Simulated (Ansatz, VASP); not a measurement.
# AlGaAs2 in VASP and in Ansatz

File INCAR:

```
SYSTEM = AlGaAs2
PREC = Accurate ; ENCUT = 520
EDIFF = 1E-7 ; ISMEAR = -1
SIGMA = 0.02 ; LREAL = .FALSE.
LASPH = .TRUE. ; NELM = 100
ALGO = Normal ; ISIF = 2
LWAVE = .FALSE. ; LCHARG = .FALSE.
GGA = PS ; NBANDS = 21
```

Contents of KPOINTS:

```
Automatic mesh
0
G
  6 6 4
  0 0 0
```

Contents of POSCAR:

```
AlGaAs2
1.0
    3.7467263224      0.0000000000      0.0000000000
    0.0000000000      3.7467263224      0.0000000000
    0.0000000000      0.0000000000      5.2999952643
Al As Ga
1 2 1
Direct
    0.0000000000      0.0000000000      0.0000000000
    0.0000000000      0.0000000000      0.5000000000
    0.5000000000      0.5000000000      0.0000000000
    0.5000000000      0.5000000000      0.5000000000
```

Input for Ansatz:

```yaml
crystal:
  lattice:
    - [3.7467263224, 0.0, 0.0]
    - [0.0, 3.7467263224, 0.0]
    - [0.0, 0.0, 5.2999952643]
  atoms:
    - { symbol: Al, position: [0.0, 0.0, 0.0] }
    - { symbol: As, position: [0.0, 0.0, 0.5] }
    - { symbol: Ga, position: [0.5, 0.5, 0.5] }
    - { symbol: As, position: [0.5, 0.5, 0.0] }
kpoints:
  mp_grid: { grid: [6, 6, 4] }
hamiltonian:
  xc: pbesol
scf:
  occupations: { method: fermi_dirac, width: 0.02 }
  n_extra_bands: 5
output:
  forces: true
  stress: true
  eigenvalues: true
```

Alike in both runs: task single point; functional PBEsol; k mesh 6 × 6 × 4; occupations fermi-dirac, width 0.02 eV; no spin polarisation.

|  | VASP | Ansatz |
| --- | --- | --- |
| version | VASP 6.6.1 | Ansatz 0.2.0 |
| potentials or method | VASP PAW PBE potentials, release 64 (Al, As, Ga_d) | plane waves, PAW |
| plane-wave cutoff (eV) | 520 | 420 |
| valence electrons in the cell | 26 | 46 |

|  | VASP | Ansatz | Ansatz less VASP |
| --- | --- | --- | --- |
| pressure (GPa) | -0.9 | -1.2 | -0.26 |

VASP's potentials were made for PBE, not for PBEsol. VASP's potentials hold 26 valence electrons a cell and Ansatz's 46, so a difference there can come from the potentials and not from the codes.
